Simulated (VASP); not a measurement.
# SiC (P6_3mc) in VASP: notebook

Runs on SiC. Level: PBE. Tasks: single point.

All numbers are computed with VASP 6.6.1; they aren't measurements. Logs are shortened: lines on timing, memory, paths and dates and some standing lists are left out, and cuts for length are marked.

## (1) The cell of the first run

It takes space group P6_3mc (No. 186, hexagonal). Conventional cell: a = 3.239 Å, b = 3.239 Å, c = 9.589 Å, α = 90.00°, β = 90.00°, γ = 120.00°. Si (site symmetry 3m) has 4 C at 1.80 to 1.96 Å within 2.4 Å. Within 2.4 Å of Si (site symmetry 3m) lie 4 C at 1.80 to 1.96 Å. C (site symmetry 3m) has 4 Si at 1.80 to 1.96 Å within 2.4 Å. Within 2.4 Å of C (site symmetry 3m) lie 4 Si at 1.80 to 1.96 Å.

## (2) Single point, PBE

File INCAR:

```
ALGO     = Normal         # electronic algorithm
EDIFF    = 1E-6           # SCF threshold, eV
ENCUT    = 520            # plane-wave cutoff, eV
GGA      = PE             # functional
ISIF     = 2              # what is computed and relaxed
ISMEAR   = 0              # smearing method
LASPH    = T              # aspherical terms in the spheres
LCHARG   = T              # write CHGCAR
LELF     = T              # ELF
LREAL    = F              # projectors in reciprocal space
LVHAR    = T            
LWAVE    = F              # write WAVECAR
NBANDS   = 26             # bands
NELM     = 100            # most SCF steps
PREC     = Accurate       # precision mode
SIGMA    = 0.05           # smearing width, eV
```

File KPOINTS:

```
k-points
0
Gamma
  12 12 4
```

File POSCAR:

```
SiC
1.0
    3.2385000000      0.0000000000      0.0000000000
   -1.6192500000      2.8046232702      0.0000000000
    0.0000000000      0.0000000000      9.5889000000
Si C
4 4
Direct
    0.6666666667      0.3333333333      0.9378436843
    0.3333333333      0.6666666667      0.4378436843
    0.0000000000      0.0000000000      0.6878989045
    0.0000000000      0.0000000000      0.1878989045
    0.6666666667      0.3333333333      0.7498087506
    0.3333333333      0.6666666667      0.2498087506
    0.0000000000      0.0000000000      0.5004476606
    0.0000000000      0.0000000000      0.0004476606
```

Potentials or basis: VASP PAW PBE potentials, release 64 (Si, C).

Started as:

```console
cat potpaw_PBE.64/Si/POTCAR potpaw_PBE.64/C/POTCAR > POTCAR
mpirun -np 1 vasp_std > vasp.out
```

OUTCAR:

```text
EDIFF = 1E-6
   ENCUT = 520
   GGA = PE
   ISIF = 2
   ISMEAR = 0
   LASPH = T
   LREAL = F
   NELM = 100
   PREC = Accurate

 ion  position               nearest neighbor table
   1  0.667  0.333  0.938-   5 1.80   8 1.96   8 1.96   8 1.96   3 3.04   3 3.04   3 3.04   4 3.04
                             4 3.04   4 3.04
   2  0.333  0.667  0.438-   6 1.80   7 1.96   7 1.96   7 1.96   4 3.04   4 3.04   4 3.04   3 3.04
                             3 3.04   3 3.04
   3  0.000  0.000  0.688-   7 1.80   5 1.96   5 1.96   5 1.96   1 3.04   1 3.04   1 3.04   2 3.04
                             2 3.04   2 3.04
   4  0.000  0.000  0.188-   8 1.80   6 1.96   6 1.96   6 1.96   2 3.04   2 3.04   2 3.04   1 3.04
                             1 3.04   1 3.04
   5  0.667  0.333  0.750-   1 1.80   3 1.96   3 1.96   3 1.96
   6  0.333  0.667  0.250-   2 1.80   4 1.96   4 1.96   4 1.96
   7  0.000  0.000  0.500-   3 1.80   2 1.96   2 1.96   2 1.96
   8  0.000  0.000  0.000-   4 1.80   1 1.96   1 1.96   1 1.96

  LATTYP: Found a hexagonal cell.
 ALAT       =     3.2385000000
 C/A-ratio  =     2.9609078277

  Lattice vectors:

 A1 = (   3.2385000000,   0.0000000000,   0.0000000000)
 A2 = (  -1.6192500000,   2.8046232702,   0.0000000000)
 A3 = (   0.0000000000,   0.0000000000,   9.5889000000)

Analysis of symmetry for initial positions (statically):
=====================================================================
 Subroutine PRICEL returns:
 Original cell was already a primitive cell.

 Routine SETGRP: Setting up the symmetry group for a
 hexagonal supercell.

 Subroutine GETGRP returns: Found 12 space group operations
 (whereof  6 operations were pure point group operations)
 out of a pool of 24 trial point group operations.

The static configuration has the point symmetry C_3v.
 The point group associated with its full space group is C_6v.

Analysis of symmetry for dynamics (positions and initial velocities):
=====================================================================
 Subroutine PRICEL returns:
 Original cell was already a primitive cell.

 Routine SETGRP: Setting up the symmetry group for a
 hexagonal supercell.

 Subroutine GETGRP returns: Found 12 space group operations
 (whereof  6 operations were pure point group operations)
 out of a pool of 24 trial point group operations.

The dynamic configuration has the point symmetry C_3v.
 The point group associated with its full space group is C_6v.

 Subroutine INISYM returns: Found 12 space group operations
 (whereof  6 operations are pure point group operations),
 and found     1 'primitive' translations

----------------------------------------------------------------------------------------

                                     Primitive cell

  volume of cell :      87.0938

  direct lattice vectors                    reciprocal lattice vectors
     3.238500000  0.000000000  0.000000000     0.308784931  0.178277063  0.000000000
    -1.619250000  2.804623270  0.000000000     0.000000000  0.356554126  0.000000000
     0.000000000  0.000000000  9.588900000     0.000000000  0.000000000  0.104287249

  length of vectors
     3.238500000  3.238500000  9.588900000     0.356554126  0.356554126  0.104287249

  position of ions in fractional coordinates (direct lattice)
     0.666666667  0.333333333  0.937843684
     0.333333333  0.666666667  0.437843684
     0.000000000  0.000000000  0.687898905
     0.000000000  0.000000000  0.187898905
     0.666666667  0.333333333  0.749808751
     0.333333333  0.666666667  0.249808751
     0.000000000  0.000000000  0.500447661
     0.000000000  0.000000000  0.000447661

  ion indices of the primitive-cell ions
   primitive index   ion index
                 1           1
                 2           2
                 3           3
                 4           4
                 5           5
                 6           6
                 7           7
                 8           8

----------------------------------------------------------------------------------------

 KPOINTS: k-points

Automatic generation of k-mesh.
 Grid dimensions read from file:
 generate k-points for:   12   12    4

 Generating k-lattice:

  Cartesian coordinates                     Fractional coordinates (reciprocal lattice)
     0.025732078  0.014856422  0.000000000     0.083333333  0.000000000  0.000000000
     0.000000000  0.029712844  0.000000000     0.000000000  0.083333333  0.000000000
     0.000000000  0.000000000  0.026071812     0.000000000  0.000000000  0.250000000

  Length of vectors
     0.029712844  0.029712844  0.026071812

  Shift w.r.t. Gamma in fractional coordinates (k-lattice)
     0.000000000  0.000000000  0.000000000

 Subroutine IBZKPT returns following result:
 ===========================================

 Found     57 irreducible k-points:

 Following reciprocal coordinates:
            Coordinates               Weight
  0.000000  0.000000  0.000000      1.000000
[... 84 lines left out ...]
[... 18 lines left out ...]
     25      14.9391      0.00000
     26      14.9413      0.00000

 k-point     2 :       0.0833    0.0000    0.0000
  band No.  band energies     occupation
      1      -7.3967      2.00000
      2      -6.1022      2.00000
      3      -6.0197      2.00000
      4      -3.2674      2.00000
      5      -0.4366      2.00000
      6       3.9029      2.00000
[... 18 lines left out ...]
     25      14.5932      0.00000
     26      15.0789      0.00000

 k-point     3 :       0.1667    0.0000    0.0000
  band No.  band energies     occupation
      1      -7.0799      2.00000
      2      -5.8023      2.00000
      3      -5.7172      2.00000
      4      -3.0474      2.00000
      5      -0.1701      2.00000
      6       3.3765      2.00000
[... 18 lines left out ...]
     25      14.9425      0.00000
     26      14.9578      0.00000

 k-point     4 :       0.2500    0.0000    0.0000
  band No.  band energies     occupation
      1      -6.5636      2.00000
      2      -5.3210      2.00000
      3      -5.2309      2.00000
      4      -2.7450      2.00000
      5       0.2077      2.00000
      6       2.1137      2.00000
[... 18 lines left out ...]
     25      15.5737      0.00000
     26      16.1982      0.00000

 k-point     5 :       0.3333    0.0000    0.0000
  band No.  band energies     occupation
      1      -5.8732      2.00000
      2      -4.7043      2.00000
      3      -4.6046      2.00000
      4      -2.5301      2.00000
      5       0.3784      2.00000
      6       0.8987      2.00000
[... 18 lines left out ...]
     25      16.3788      0.00000
     26      16.8921      0.00000

 k-point     6 :       0.4167   -0.0000    0.0000
  band No.  band energies     occupation
      1      -5.0802      2.00000
      2      -4.1018      2.00000
      3      -3.9704      2.00000
      4      -2.6725      2.00000
      5      -0.2741      2.00000
      6       0.0284      2.00000
[... 427 lines left out ...]
 k-point    21 :       0.0833    0.0000    0.2500
  band No.  band energies     occupation
      1      -7.3116      2.00000
      2      -6.6389      2.00000
      3      -5.3415      2.00000
      4      -3.6980      2.00000
      5       0.1067      2.00000
      6       2.5893      2.00000
[... 18 lines left out ...]
     25      14.5966      0.00000
     26      14.9127      0.00000

 k-point    22 :       0.1667    0.0000    0.2500
  band No.  band energies     occupation
      1      -6.9957      2.00000
      2      -6.3303      2.00000
      3      -5.0517      2.00000
      4      -3.4544      2.00000
      5       0.3270      2.00000
      6       2.5002      2.00000
[... 18 lines left out ...]
     25      14.8150      0.00000
     26      15.0823      0.00000

 k-point    23 :       0.2500    0.0000    0.2500
  band No.  band energies     occupation
      1      -6.4810      2.00000
      2      -5.8309      2.00000
      3      -4.5929      2.00000
      4      -3.1004      2.00000
      5       0.5667      2.00000
      6       1.8570      2.00000
[... 18 lines left out ...]
     25      15.4909      0.00000
     26      15.7184      0.00000

 k-point    24 :       0.3333    0.0000    0.2500
  band No.  band energies     occupation
      1      -5.7941      2.00000
      2      -5.1756      2.00000
      3      -4.0278      2.00000
      4      -2.7790      2.00000
      5       0.3680      2.00000
      6       0.8252      2.00000
[... 18 lines left out ...]
     25      16.1146      0.00000
     26      16.3056      0.00000

 [... further k-points ...]

------------------------ aborting loop because EDIFF is reached ----------------------------------------

  FORCE on cell =-STRESS in cart. coord.  units (eV):
  Direction    XX          YY          ZZ          XY          YZ          ZX
  --------------------------------------------------------------------------------------
  -------------------------------------------------------------------------------------
  Total      -11.9909161    -11.9909161     16.6595352      0.0000000      0.0000000      0.0000000
  in kB     -220.5848711   -220.5848711    306.4687786      0.0000000      0.0000000      0.0000000
  external PRESSURE =     -44.9003212 kB  Pullay stress =       0.0000000 kB

 VOLUME and BASIS-vectors are now :
 -----------------------------------------------------------------------------
  energy-cutoff  :      520.00
  volume of cell :       87.09
      direct lattice vectors                 reciprocal lattice vectors
     3.238500000  0.000000000  0.000000000     0.308784931  0.178277063  0.000000000
    -1.619250000  2.804623270  0.000000000     0.000000000  0.356554126  0.000000000
     0.000000000  0.000000000  9.588900000     0.000000000  0.000000000  0.104287249

 POSITION                                       TOTAL-FORCE (eV/Angst)
 -----------------------------------------------------------------------------------
      1.61925      0.93487      8.99289        -0.000000      0.000000      1.148485
     -0.00000      1.86975      4.19844         0.000000      0.000000      1.148485
      0.00000      0.00000      6.59619        -0.000000      0.000000      1.287146
      0.00000      0.00000      1.80174         0.000000     -0.000000      1.287146
      1.61925      0.93487      7.18984         0.000000     -0.000000     -1.277664
     -0.00000      1.86975      2.39539        -0.000000     -0.000000     -1.277664
      0.00000      0.00000      4.79874         0.000000      0.000000     -1.157967
      0.00000      0.00000      0.00429        -0.000000     -0.000000     -1.157967
 -----------------------------------------------------------------------------------
    total drift:                               -0.000000     -0.000000     -0.000198

  FREE ENERGIE OF THE ION-ELECTRON SYSTEM (eV)
  ---------------------------------------------------
  free  energy   TOTEN  =       -59.2393365319 eV

  energy  without entropy=      -59.2393365319  energy(sigma->0) =      -59.23933653
```

Run time: 95 s. Hardware: 1 thread of Intel Xeon Platinum 8259CL at 2.50GHz (Skylake/Cascade Lake), shared host; peak memory 0.25 GiB.

Results:

```yaml
Free_energy: -59.2393 eV
Pressure: -4.5 GPa
Largest_force: 1.287 eV/Å
Band_gap_on_the_k_mesh: 1.64 eV (least direct gap 2.68 eV)
```

Forces in eV/Å, atoms in the order of the input:
```
Si   0.000  0.000  1.148
Si   0.000  0.000  1.148
Si   0.000  0.000  1.287
Si   0.000  0.000  1.287
C    0.000  0.000 -1.278
C    0.000  0.000 -1.278
C    0.000  0.000 -1.158
C    0.000  0.000 -1.158
```

Caveat: the stress differs along the axes, from -22 to 31 GPa; forces of over 1 eV/Å act on the atoms, so gaps and moduli don't describe the material at rest. A k mesh can miss the band edges.

## (3) Single point, PBE

This run uses another cell than the first one, of 10.99 Å³/atom.

File INCAR:

```
ALGO = Normal
EDIFF = 1E-6
ENCUT = 520
GGA = PE
ISIF = 2
ISMEAR = 0
LASPH = T
LCHARG = F
LREAL = F
LWAVE = F
NBANDS = 26
NELM = 80
PREC = Accurate
SIGMA = 0.05
```

KPOINTS is that of step 2.

POSCAR, as its differences from that of step 2:

```diff
@@ -2,5 +2,5 @@
 1.0
-    3.2385000000      0.0000000000      0.0000000000
-   -1.6192500000      2.8046232702      0.0000000000
-    0.0000000000      0.0000000000      9.5889000000
+    3.1663000000      0.0000000000      0.0000000000
+   -1.5831500000      2.7420962360      0.0000000000
+    0.0000000000      0.0000000000     10.1291708101
 Si C
```

Potentials or basis: VASP PAW PBE potentials, release 64 (Si, C).

Started as:

```console
cat potpaw_PBE.64/Si/POTCAR potpaw_PBE.64/C/POTCAR > POTCAR
mpirun -np 1 vasp_std > vasp.out
```

Run time: 91 s. Hardware: 1 thread of Intel Xeon Platinum 8259CL at 2.50GHz (Skylake/Cascade Lake), shared host; peak memory 0.25 GiB.

The run converged. Its results:

| Item | Value |
| --- | --- |
| Free energy | -60.0862 eV |
| Pressure | -8.9 GPa |
| Largest force | 0.188 eV/Å |
| Band gap on the k mesh | 2.18 eV (least direct gap 3.27 eV) |

Forces on the atoms (eV/Å):
```
Si   0.000  0.000  0.170
Si   0.000  0.000  0.170
Si   0.000  0.000  0.176
Si   0.000  0.000  0.176
C    0.000  0.000 -0.188
C    0.000  0.000 -0.188
C    0.000  0.000 -0.158
C    0.000  0.000 -0.158
```

Stress tensor (GPa, compression positive):
```
-12.64   0.00   0.00
  0.00 -12.64   0.00
  0.00   0.00  -1.40
```

Levels at points of the mesh, in eV from the valence-band top:
| k point | band 13 | band 14 | band 15 | band 16 | band 17 | band 18 | band 19 | band 20 |
| --- | --- | --- | --- | --- | --- | --- | --- | --- |
| (0.00, 0.00, 0.00) | -0.68 | -0.05 | -0.05 | 0.00 | 4.22 | 4.84 | 5.51 | 5.60 |
| (0.50, 0.00, 0.00) | -2.35 | -2.08 | -1.49 | -1.08 | 2.18 | 2.25 | 3.94 | 4.46 |
| (0.00, 0.00, 0.50) | -0.27 | -0.27 | -0.27 | -0.27 | 4.44 | 4.44 | 5.89 | 5.89 |
| (0.50, 0.00, 0.50) | -2.40 | -2.40 | -1.53 | -1.53 | 2.51 | 2.51 | 4.09 | 4.09 |

Caveat: the stress differs along the axes, from -13 to -1 GPa. A k mesh can miss the band edges.

## (4) Single point, PBE

This run uses another cell than the first one, of 11.06 Å³/atom.

File INCAR:

```
SYSTEM = SiC
PREC = Accurate
ENCUT = 520
EDIFF = 1E-6
ISMEAR = 0
SIGMA = 0.05
LREAL = .False.
LASPH = .True.
NELM = 100
ALGO = Normal
ISIF = 2
LWAVE = .False.
LCHARG = .False.
GGA = PE
NBANDS = 26
```

File KPOINTS:

```
regular mesh
0
Gamma
  12 12 4
  0 0 0
```

POSCAR, as its differences from that of step 3:

```diff
@@ -2,5 +2,5 @@
 1.0
-    3.1663000000      0.0000000000      0.0000000000
-   -1.5831500000      2.7420962360      0.0000000000
-    0.0000000000      0.0000000000     10.1291708101
+    3.3106000000      0.0000000000      0.0000000000
+   -1.6553000000      2.8670637018      0.0000000000
+    0.0000000000      0.0000000000      9.3188000000
 Si C
```

Started as:

```console
cat potpaw_PBE.64/Si/POTCAR potpaw_PBE.64/C/POTCAR > POTCAR
mpirun -np 1 vasp_std > vasp.out
```

Wall time 2 min (1 thread of Intel Xeon Platinum 8259CL at 2.50GHz (Skylake/Cascade Lake), shared host); peak memory 0.27 GiB.

Results (log left out):

```yaml
Free_energy: -57.9877 eV
Pressure: -3.7 GPa
Largest_force: 2.284 eV/Å
Band_gap_on_the_k_mesh: 1.37 eV (least direct gap 2.21 eV)
```

Forces in eV/Å, atoms in the order of the input:
```
Si   0.000  0.000  2.040
Si   0.000  0.000  2.040
Si   0.000  0.000  2.284
Si   0.000  0.000  2.284
C    0.000  0.000 -2.256
C    0.000  0.000 -2.256
C    0.000  0.000 -2.068
C    0.000  0.000 -2.068
```

Stress tensor (GPa, compression positive):
```
-29.93   0.00   0.00
  0.00 -29.93   0.00
  0.00   0.00  48.90
```

Levels at points of the mesh, in eV from the valence-band top:
| k point | band 13 | band 14 | band 15 | band 16 | band 17 | band 18 | band 19 | band 20 |
| --- | --- | --- | --- | --- | --- | --- | --- | --- |
| (0.00, 0.00, 0.00) | -1.20 | -0.23 | -0.23 | 0.00 | 2.35 | 3.28 | 4.33 | 4.56 |
| (0.50, 0.00, 0.00) | -2.70 | -1.55 | -1.20 | -0.84 | 1.37 | 2.20 | 3.51 | 4.86 |
| (0.00, 0.00, 0.50) | -0.60 | -0.60 | -0.60 | -0.60 | 2.69 | 2.69 | 4.68 | 4.68 |
| (0.50, 0.00, 0.50) | -2.29 | -2.29 | -1.55 | -1.55 | 1.84 | 1.84 | 4.30 | 4.30 |

Caveat: the stress differs along the axes, from -30 to 49 GPa; forces of over 1 eV/Å act on the atoms, so gaps and moduli don't describe the material at rest.

## (5) Single point, PBE

This run uses another cell than the first one, of 11.06 Å³/atom.

File INCAR:

```
  PREC = Accurate
  ENCUT = 520
  EDIFF = 1E-7
  ISMEAR = 0
  SIGMA = 0.05
  LREAL = F
  LASPH = T
  NELM = 100
  ALGO = Normal
  ISIF = 2
  LWAVE = F
  LCHARG = T
  GGA = PE
  LELF = T
  LVHAR = T
  NBANDS = 26
```

File KPOINTS:

```
Automatic mesh
0
Gamma
  12 12 4
```

POSCAR, as its differences from that of step 4:

```diff
@@ -2,5 +2,5 @@
 1.0
-    3.3106000000      0.0000000000      0.0000000000
-   -1.6553000000      2.8670637018      0.0000000000
-    0.0000000000      0.0000000000      9.3188000000
+    3.0940652517      0.0000000000      0.0000000000
+   -1.5470326258      2.6795391090      0.0000000000
+    0.0000000000      0.0000000000     10.6694000000
 Si C
```

Started as:

```console
cat potpaw_PBE.64/Si/POTCAR potpaw_PBE.64/C/POTCAR > POTCAR
mpirun -np 1 vasp_std > vasp.out
```

Wall time 1.8 min (1 thread of Intel Xeon Platinum 8259CL at 2.50GHz (Skylake/Cascade Lake), shared host); peak memory 0.25 GiB.

It converged, with:

```
Free energy            : -59.8808 eV
Pressure               : -9.2 GPa
Largest force          : 0.225 eV/Å
Band gap on the k mesh : 1.96 eV (least direct gap 3.21 eV)
```

Forces on the atoms (eV/Å):
```
Si   0.000  0.000 -0.154
Si   0.000  0.000 -0.154
Si   0.000  0.000 -0.225
Si   0.000  0.000 -0.225
C    0.000  0.000  0.206
C    0.000  0.000  0.206
C    0.000  0.000  0.173
C    0.000  0.000  0.173
```

Stress tensor (GPa, compression positive):
```
 -1.52   0.00   0.00
  0.00  -1.52   0.00
  0.00   0.00 -24.66
```

Levels at points of the mesh, in eV from the valence-band top:
```tsv
k point	band 12	band 13	band 14	band 15	band 16	band 17	band 18	band 19	band 20	band 21
(0.00, 0.00, 0.00)	-0.47	-0.47	-0.33	0.00	0.00	4.62	5.22	5.68	6.20	6.89
(0.50, 0.00, 0.00)	-2.41	-2.23	-2.23	-1.72	-1.25	1.96	2.36	4.11	4.14	4.88
(0.00, 0.00, 0.50)	-0.83	-0.16	-0.16	-0.16	-0.16	5.36	5.36	6.06	6.06	6.64
(0.50, 0.00, 0.50)	-2.75	-2.52	-2.52	-1.57	-1.57	2.59	2.59	3.90	3.90	5.35
```

Caveat: the stress differs along the axes, from -25 to -2 GPa.

## (6) Summary

```tsv
cell	gap on the mesh (eV)	pressure (GPa)	largest force (eV/Å)
a = 3.239, b = 3.239, c = 9.589 Å, angles 90.0, 90.0, 120.0°, 8 atoms	1.64	-4.5	1.29
a = 3.166, b = 3.166, c = 10.129 Å, angles 90.0, 90.0, 120.0°, 8 atoms	2.18	-8.9	0.19
a = 3.311, b = 3.311, c = 9.319 Å, angles 90.0, 90.0, 120.0°, 8 atoms	1.37	-3.7	2.28
a = 3.094, b = 3.094, c = 10.669 Å, angles 90.0, 90.0, 120.0°, 8 atoms	1.96	-9.2	0.22
```

Alike in all rows: task single point; level PBE; potentials or basis VASP PAW PBE potentials, release 64 (Si, C); no spin polarisation; k mesh 12 × 12 × 4; cutoff (eV) 520; smearing gaussian 0.05 eV.

Caveats: forces of over 1 eV/Å act on the atoms, so gaps and moduli don't describe the material at rest (at least some runs); the stress differs along the axes, from -22 to 31 GPa (at least some runs); the stress differs along the axes, from -13 to -1 GPa (at least some runs); the stress differs along the axes, from -30 to 49 GPa (at least some runs); the stress differs along the axes, from -25 to -2 GPa (at least some runs).

Absolute energies hang on the potentials; compare differences alone.
